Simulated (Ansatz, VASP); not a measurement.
**Two plane-wave programs on Yb**

File INCAR:

```
SYSTEM = Yb
PREC = Accurate
ENCUT = 520
EDIFF = 1E-8
ISMEAR = -1
SIGMA = 0.05
LREAL = .False.
LASPH = .True.
NELM = 60
ALGO = Normal
ISIF = 2
LWAVE = .False.
LCHARG = .False.
GGA = PE
LEFG = .True.
NBANDS = 18
```

The input KPOINTS:

```
regular mesh
0
Gamma
  10 10 10
  0 0 0
```

File POSCAR:

```
Yb
1.0
    3.4539966166      0.0000000000      0.0000000000
    0.0000000000      3.4539966166      0.0000000000
    0.0000000000      0.0000000000      3.4539966166
Yb
1
Direct
    0.0000000000      0.0000000000      0.0000000000
```

Input for Ansatz:

```yaml
crystal:
  lattice:
    - [3.4539966166, 0.0, 0.0]
    - [0.0, 3.4539966166, 0.0]
    - [0.0, 0.0, 3.4539966166]
  atoms:
    - { symbol: Yb, position: [0.0, 0.0, 0.0] }
kpoints:
  mp_grid: { grid: [10, 10, 10] }
scf:
  occupations: { method: fermi_dirac, width: 0.05 }
hamiltonian:
  xc: pbe
  pseudopotentials: { kind: paw }
output:
  forces: true
  stress: true
  eigenvalues: true
  efg: { contact_densities: true }
```

Change from the starting cell: volume scaled by 1.06, PAW files.

Alike in both runs: task electric field gradients; functional PBE; k mesh 10 × 10 × 10; occupations fermi-dirac, width 0.05 eV; no spin polarisation.

```csv
,VASP,Ansatz
version,VASP 6.6.1,Ansatz 0.2.0
potentials or method,"VASP PAW PBE potentials, release 64 (Yb)","PAW with Ansatz's default frozen-core files, scalar-relativistic"
plane-wave cutoff (eV),520,420
valence electrons in the cell,24,24
```

Ansatz gave:

| Quantity | Value |
| --- | --- |
| pressure (GPa) | -0.6 |

What did VASP give for the same quantities?

Pressure (GPa): -0.8.

Neither program's run includes spin-orbit coupling.
